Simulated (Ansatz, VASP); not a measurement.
# Two plane-wave programs on SnO2

Contents of INCAR:

```
SYSTEM = SnO2
  ALGO = Normal
  EDIFF = 1E-6
  ENCUT = 520
  GGA = PE
  ISIF = 2
  ISMEAR = 0
  LASPH = .True.
  LCHARG = .True.
  LELF = .True.
  LREAL = .False.
  LVHAR = .True.
  LWAVE = .False.
  NBANDS = 20
  NELM = 80
  PREC = Accurate
  SIGMA = 0.15
```

File KPOINTS:

```
k-points
0
Gamma
  16 16 16
  0 0 0
```

Contents of POSCAR:

```
SnO2
1.0
    0.0000000000      2.5716524213      2.5202193729
    2.5716524213      0.0000000000      2.5202193729
    2.5716524213      2.5716524213      0.0000000000
Sn O
1 2
Direct
    0.0000000000      0.0000000000      0.0000000000
    0.2500000000      0.2500000000      0.2500000000
    0.7500000000      0.7500000000      0.7500000000
```

Input for Ansatz:

```yaml
crystal:
  lattice:
    - [0.0, 2.5716524213, 2.5202193729]
    - [2.5716524213, 0.0, 2.5202193729]
    - [2.5716524213, 2.5716524213, 0.0]
  atoms:
    - { symbol: Sn, position: [0.0, 0.0, 0.0] }
    - { symbol: O, position: [0.25, 0.25, 0.25] }
    - { symbol: O, position: [0.75, 0.75, 0.75] }
basis:
  ecutwfc: 420
kpoints:
  mp_grid: { grid: [16, 16, 16] }
hamiltonian:
  xc: pbe
scf:
  occupations: { method: gaussian, width: 0.15 }
output:
  forces: true
  stress: true
  eigenvalues: true
```

Change from the starting cell: strain -0.0200 x Voigt [0, 0, 1, 0, 0, 0], atoms carried along.

Alike in both runs: task single point; functional PBE; k mesh 16 × 16 × 16; occupations gaussian, width 0.15 eV; no spin polarisation.

```csv
,VASP,Ansatz
version,VASP 6.6.1,Ansatz 0.2.0
potentials or method,"VASP PAW PBE potentials, release 64 (Sn_d, O), cutoff 520 eV","scalar-relativistic, plane waves, PAW"
valence electrons in the cell,26,26
```

|  | VASP | Ansatz | Ansatz less VASP |
| --- | --- | --- | --- |
| gap on the k mesh at the Fermi level (eV) | none | none | - |
| pressure (GPa) | 4.6 | 4.0 | -0.63 |
| traceless stress, the component that is largest in VASP (GPa) | 5.92 | 5.92 | +0.002 |

A gap of «none» marks a metal or a gap that the smearing closes.
